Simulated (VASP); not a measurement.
# NiO: single point with PBE

NiO, a wire with vacuum:

```
CELL_PARAMETERS angstrom
10.70000 0.00000 0.00000
0.00000 9.30000 0.00000
0.00000 0.00000 3.11210
ATOMIC_POSITIONS crystal
Ni 0.47057 0.50000 0.00000
O 0.52943 0.50000 0.50000
```

```
Program                : VASP 6.6.1
Task                   : single point
Functional             : PBE
Potentials or basis    : VASP PAW PBE potentials, release 64 (Ni, O)
Cutoff                 : 520 eV
k mesh                 : 1 × 1 × 32
Occupations            : gaussian, width 0.05 eV
Spin                   : collinear spin, ferromagnetic start
Starting moments       : [1.6, 0.5] μB
Dipole correction      : no
Further INCAR settings : ALGO = Normal; EDIFF = 1e-07; NBANDS = 19
```

```
Largest force                                         : 0.011 eV/Å
Net moment                                            : 0.06 μB per cell
Site moments                                          : Ni +0.04; O +0.01 μB
Valence electrons inside the program's atomic spheres : Ni 9.39; O 4.97
```

Forces in eV/Å, atoms in the order of the input:
```
Ni  -0.011  0.000  0.000
O    0.011  0.000  0.000
```

Levels at points of the mesh, in eV from the Fermi level:
Spin up:
| k point | band 6 | band 7 | band 8 | band 9 | band 10 | band 11 |
| --- | --- | --- | --- | --- | --- | --- |
| (0.00, 0.00, 0.00) | -1.10 | -0.73 | -0.43 | 0.86 | 3.35 | 5.11 |
| (0.00, 0.00, 0.50) | -1.02 | -1.01 | -0.73 | 0.54 | 5.30 | 6.87 |
Spin down:
```
           k point  band 5  band 6  band 7  band 8  band 9  band 10  band 11  band 12
(0.00, 0.00, 0.00)   -1.67   -1.08   -0.69   -0.41    0.90     3.37     5.12     5.29
(0.00, 0.00, 0.50)   -1.38   -0.99   -0.97   -0.71    0.59     5.31     6.88     7.40
```

Wall time 5 min on 1 thread of AMD EPYC 7R13 Processor (Zen 3) (shared host), peak memory 0.49 GiB.

Caveat: the moments typed at the start vanished in this run; semilocal functionals often make such compounds metallic where correlation or magnetic order opens a gap, which also shifts bond lengths. With open d or f shells a metallic result of PBE can be an artefact of self-interaction; +U or a hybrid may open a gap.
